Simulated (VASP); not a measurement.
# V (Fm-3m) in VASP: a series of runs, part 2 of 2

VASP 6.6.1. The steps go on from the part before.

## Step 5: Single point, PBE, collinear spin, ferromagnetic start

Input file INCAR:

```
SYSTEM = V
  PREC = Accurate
  ENCUT = 520
  EDIFF = 1E-6
  ISMEAR = 0
  SIGMA = 0.05
  LREAL = .False.
  LASPH = .True.
  NELM = 150
  ALGO = Normal
  ISIF = 2
  LWAVE = .False.
  LCHARG = .True.
  ISPIN = 2
  MAGMOM = 0.5
  LORBIT = 11
  LMAXMIX = 4
  GGA = PE
  LELF = .True.
  LVHAR = .True.
  NBANDS = 16
```

Input file KPOINTS:

```
regular mesh
0
Gamma
  18 18 18
  0 0 0
```

Input file POSCAR:

```
V
1.0
    0.0000000000      1.9079759600      1.9079759600
    1.9079759600      0.0000000000      1.9079759600
    1.9079759600      1.9079759600      0.0000000000
V
1
Direct
    0.0000000000      0.0000000000      0.0000000000
```

Potentials or basis: VASP PAW PBE potentials, release 64 (V_sv).

The run is started by

```console
> cat potpaw_PBE.64/V_sv/POTCAR > POTCAR
> mpirun -np 1 vasp_std > vasp.out
```

OUTCAR:

```text
SYSTEM = V
   PREC = Accurate
   ENCUT = 520
   EDIFF = 1E-6
   ISMEAR = 0
   LREAL = .False.
   LASPH = .True.
   NELM = 150
   ISIF = 2
   ISPIN = 2
   LORBIT = 11
   GGA = PE

 ion  position               nearest neighbor table
   1  0.000  0.000  0.000-

  LATTYP: Found a face centered cubic cell.
 ALAT       =     3.8159519200

  Lattice vectors:

 A1 = (   0.0000000000,   1.9079759600,   1.9079759600)
 A2 = (   1.9079759600,   0.0000000000,   1.9079759600)
 A3 = (   1.9079759600,   1.9079759600,   0.0000000000)

Analysis of symmetry for initial positions (statically):
=====================================================================
 Subroutine PRICEL returns:
 Original cell was already a primitive cell.

 Routine SETGRP: Setting up the symmetry group for a
 face centered cubic supercell.

 Subroutine GETGRP returns: Found 48 space group operations
 (whereof 48 operations were pure point group operations)
 out of a pool of 48 trial point group operations.

The static configuration has the point symmetry O_h .

Analysis of symmetry for dynamics (positions and initial velocities):
=====================================================================
 Subroutine PRICEL returns:
 Original cell was already a primitive cell.

 Routine SETGRP: Setting up the symmetry group for a
 face centered cubic supercell.

 Subroutine GETGRP returns: Found 48 space group operations
 (whereof 48 operations were pure point group operations)
 out of a pool of 48 trial point group operations.

The dynamic configuration has the point symmetry O_h .

Analysis of structural, dynamic, and magnetic symmetry:
=====================================================================
 Subroutine PRICEL returns:
 Original cell was already a primitive cell.

 Routine SETGRP: Setting up the symmetry group for a
 face centered cubic supercell.

 Subroutine GETGRP returns: Found 48 space group operations
 (whereof 48 operations were pure point group operations)
 out of a pool of 48 trial point group operations.

[... 134 lines left out ...]
   NGX =  9   NGY =  9   NGZ =  9

 number of electron      13.0000002 magnetization       0.0005359

 number of electron      13.0000002 magnetization      -0.0000149

 Free energy of the ion-electron system (eV)
  ---------------------------------------------------
  ext. energy  EPLUGINS =         0.00000000
  ---------------------------------------------------
  free energy    TOTEN  =        -8.75026624 eV

  energy without entropy =       -8.74776176  energy(sigma->0) =       -8.74901400

 E-fermi :   9.6300     XC(G=0): -12.7410

 val. band max:        9.6272828069   @ k =  -0.3889   0.3889   0.1111
 cond. band min:       9.6340654451   @ k =  -0.0556   0.0556   0.0000
 fundamental gap:      0.0067826381
 Fermi energy:         9.6299548996

 spin component 1

 k-point     1 :       0.0000    0.0000    0.0000
  band No.  band energies     occupation
      1     -54.4365      1.00000
      2     -27.7919      1.00000
      3     -27.7919      1.00000
      4     -27.7919      1.00000
      5       2.8123      1.00000
      6       9.8041      0.00000
[... 435 lines left out ...]
      5       4.7873      1.00000
      6       9.0380      1.00000
[... 8 lines left out ...]
     15      34.9210      0.00000
     16      36.1143      0.00000

 [... further k-points ...]

 spin component 2

 k-point     1 :       0.0000    0.0000    0.0000
  band No.  band energies     occupation
      1     -54.4365      1.00000
      2     -27.7919      1.00000
      3     -27.7919      1.00000
      4     -27.7919      1.00000
      5       2.8123      1.00000
      6       9.8041      0.00000
[... 435 lines left out ...]
      5       4.7873      1.00000
      6       9.0380      1.00000
[... 8 lines left out ...]
     15      34.9210      0.00000
     16      36.1143      0.00000

 [... further k-points ...]

------------------------ aborting loop because EDIFF is reached ----------------------------------------

  FORCE on cell =-STRESS in cart. coord.  units (eV):
  Direction    XX          YY          ZZ          XY          YZ          ZX
  --------------------------------------------------------------------------------------
  -------------------------------------------------------------------------------------
  Total        0.0176354      0.0176354      0.0176354      0.0000000      0.0000000      0.0000000
  in kB        2.0339830      2.0339830      2.0339830      0.0000000      0.0000000      0.0000000
  external PRESSURE =       2.0339830 kB  Pullay stress =       0.0000000 kB

 VOLUME and BASIS-vectors are now :
 -----------------------------------------------------------------------------
  energy-cutoff  :      520.00
  volume of cell :       13.89
      direct lattice vectors                 reciprocal lattice vectors
     0.000000000  1.907975960  1.907975960    -0.262057809  0.262057809  0.262057809
     1.907975960  0.000000000  1.907975960     0.262057809 -0.262057809  0.262057809
     1.907975960  1.907975960  0.000000000     0.262057809  0.262057809 -0.262057809

 POSITION                                       TOTAL-FORCE (eV/Angst)
 -----------------------------------------------------------------------------------
      0.00000      0.00000      0.00000         0.000000      0.000000      0.000000
 -----------------------------------------------------------------------------------
    total drift:                                0.000000      0.000000      0.000000

  FREE ENERGIE OF THE ION-ELECTRON SYSTEM (eV)
  ---------------------------------------------------
  free  energy   TOTEN  =        -8.7502662382 eV

  energy  without entropy=       -8.7477617593  energy(sigma->0) =       -8.74901400

 total charge

# of ion       s       p       d       tot
------------------------------------------
    1        2.342   6.224   3.025  11.591

 magnetization (x)

# of ion       s       p       d       tot
------------------------------------------
    1       -0.000   0.000  -0.000  -0.000
```

stdout:

```text
POSCAR found type information on POSCAR V
 POSCAR found :  1 types and       1 ions
 scaLAPACK will be used
 LDA part: xc-table for (Slater+PW92), standard interpolation
 POSCAR, INCAR and KPOINTS ok, starting setup
 FFT: planning ... GRIDC
 FFT: planning ... GRID_SOFT
 FFT: planning ... GRID
 WAVECAR not read
 entering main loop
```

Wall time 1.9 min (1 thread of Intel Xeon 8259CL, shared host); peak memory 0.18 GiB.

What came out:

- Free energy: -8.7503 eV
- Pressure: 0.2 GPa
- Net moment: 0.00 μB per cell
- Valence electrons inside the program's atomic spheres: V 11.59

Levels at points of the mesh, in eV from the Fermi level:
Spin up:
| k point | band 3 | band 4 | band 5 | band 6 | band 7 | band 8 | band 9 | band 10 |
| --- | --- | --- | --- | --- | --- | --- | --- | --- |
| (0.00, 0.00, 0.00) | -37.42 | -37.42 | -6.82 | 0.17 | 0.17 | 0.17 | 1.91 | 1.91 |
| (0.50, 0.00, 0.00) | -37.53 | -37.53 | -3.31 | 0.06 | 0.06 | 0.80 | 3.07 | 3.07 |
| (0.50, 0.50, 0.00) | -37.71 | -37.71 | -3.44 | -2.60 | 3.06 | 3.38 | 3.38 | 3.40 |
Spin down:
```tsv
k point	band 4	band 5	band 6	band 7	band 8	band 9
(0.00, 0.00, 0.00)	-37.42	-6.82	0.17	0.17	0.17	1.91
(0.50, 0.00, 0.00)	-37.53	-3.31	0.06	0.06	0.80	3.07
(0.50, 0.50, 0.00)	-37.71	-3.44	-2.60	3.06	3.38	3.38
```

## Step 6: Single point, PBE, collinear spin (13.91 Å³/atom)

Input file INCAR:

```
SYSTEM = V
  PREC = Accurate
  ENCUT = 520
  EDIFF = 1E-7
  ISMEAR = 0
  SIGMA = 0.05
  LREAL = .FALSE.
  LASPH = .TRUE.
  NELM = 150
  ALGO = Normal
  ISIF = 2
  LWAVE = .FALSE.
  LCHARG = .FALSE.
  ISPIN = 2
  MAGMOM = 0.05
  LORBIT = 11
  LMAXMIX = 4
  GGA = PE
  NBANDS = 16
```

Input file KPOINTS:

```
Automatic mesh
0
G
  18 18 18
  0 0 0
```

Input file POSCAR:

```
V
1.0
    0.0000000000      1.9090094966      1.9090094966
    1.9090094966      0.0000000000      1.9090094966
    1.9090094966      1.9090094966      0.0000000000
V
1
Direct
    0.0000000000      0.0000000000      0.0000000000
```

Potentials or basis: VASP PAW PBE potentials, release 64 (V_sv).

The run is started by

```console
> cat potpaw_PBE.64/V_sv/POTCAR > POTCAR
> mpirun -np 1 vasp_std > vasp.out
```

OUTCAR:

```text
SYSTEM = V
   PREC = Accurate
   ENCUT = 520
   EDIFF = 1E-7
   ISMEAR = 0
   LREAL = .FALSE.
   LASPH = .TRUE.
   NELM = 150
   ISIF = 2
   ISPIN = 2
   LORBIT = 11
   GGA = PE

 ion  position               nearest neighbor table
   1  0.000  0.000  0.000-

  LATTYP: Found a face centered cubic cell.
 ALAT       =     3.8180189932

  Lattice vectors:

 A1 = (   0.0000000000,   1.9090094966,   1.9090094966)
 A2 = (   1.9090094966,   0.0000000000,   1.9090094966)
[... 1122 lines left out ...]
  -------------------------------------------------------------------------------------
  Total       -0.0070922     -0.0070922     -0.0070922      0.0000000     -0.0000000      0.0000000
  in kB       -0.8166541     -0.8166541     -0.8166541      0.0000000     -0.0000000      0.0000000
  external PRESSURE =      -0.8166541 kB  Pullay stress =       0.0000000 kB

 VOLUME and BASIS-vectors are now :
 -----------------------------------------------------------------------------
  energy-cutoff  :      520.00
  volume of cell :       13.91
      direct lattice vectors                 reciprocal lattice vectors
     0.000000000  1.909009497  1.909009497    -0.261915931  0.261915931  0.261915931
     1.909009497  0.000000000  1.909009497     0.261915931 -0.261915931  0.261915931
     1.909009497  1.909009497  0.000000000     0.261915931  0.261915931 -0.261915931

 POSITION                                       TOTAL-FORCE (eV/Angst)
 -----------------------------------------------------------------------------------
      0.00000      0.00000      0.00000        -0.000000      0.000000      0.000000
 -----------------------------------------------------------------------------------
    total drift:                                0.000000      0.000000      0.000000

  FREE ENERGIE OF THE ION-ELECTRON SYSTEM (eV)
  ---------------------------------------------------
  free  energy   TOTEN  =        -8.7502818722 eV

  energy  without entropy=       -8.7477670692  energy(sigma->0) =       -8.74902447

 total charge

# of ion       s       p       d       tot
------------------------------------------
    1        2.341   6.224   3.023  11.588

 magnetization (x)

# of ion       s       p       d       tot
------------------------------------------
    1       -0.000  -0.000  -0.000  -0.000
```

Wall time 1.8 min (1 thread of Intel Xeon 8259CL, shared host); peak memory 0.18 GiB.

Results:

- Free energy: -8.7503 eV
- Pressure: -0.1 GPa
- Net moment: 0.00 μB per cell
- Valence electrons inside the program's atomic spheres: V 11.59

Levels at points of the mesh, in eV from the Fermi level:
Spin up:
```csv
k point,band 3,band 4,band 5,band 6,band 7,band 8,band 9,band 10
"(0.00, 0.00, 0.00)",-37.43,-37.43,-6.81,0.17,0.17,0.17,1.91,1.91
"(0.50, 0.00, 0.00)",-37.53,-37.53,-3.30,0.06,0.06,0.80,3.07,3.07
"(0.50, 0.50, 0.00)",-37.71,-37.71,-3.44,-2.59,3.05,3.37,3.37,3.39
```
Spin down:
| k point | band 4 | band 5 | band 6 | band 7 | band 8 | band 9 |
| --- | --- | --- | --- | --- | --- | --- |
| (0.00, 0.00, 0.00) | -37.43 | -6.81 | 0.17 | 0.17 | 0.17 | 1.91 |
| (0.50, 0.00, 0.00) | -37.53 | -3.30 | 0.06 | 0.06 | 0.80 | 3.07 |
| (0.50, 0.50, 0.00) | -37.71 | -3.44 | -2.59 | 3.05 | 3.37 | 3.37 |

## Step 7: Summary

```csv
spin,cell,gap on the mesh (eV),pressure (GPa),moment (μB)
off,"a = 2.698 Å, angles 60.0°, 1 atom",none,0.2,-
"collinear, ferromagnetic start","a = 2.691 Å, angles 60.0°, 1 atom",none,1.8,0.00
collinear,"a = 2.698 Å, angles 60.0°, 1 atom",none,0.2,0.00
"collinear, ferromagnetic start","a = 2.698 Å, angles 60.0°, 1 atom",none,0.2,0.00
collinear,"a = 2.700 Å, angles 60.0°, 1 atom",none,-0.1,0.00
```

Alike in all rows: task single point; level PBE; potentials or basis VASP PAW PBE potentials, release 64 (V_sv); k mesh 18 × 18 × 18; cutoff (eV) 520; smearing gaussian 0.05 eV.

Absolute energies hang on the potentials; compare differences alone.
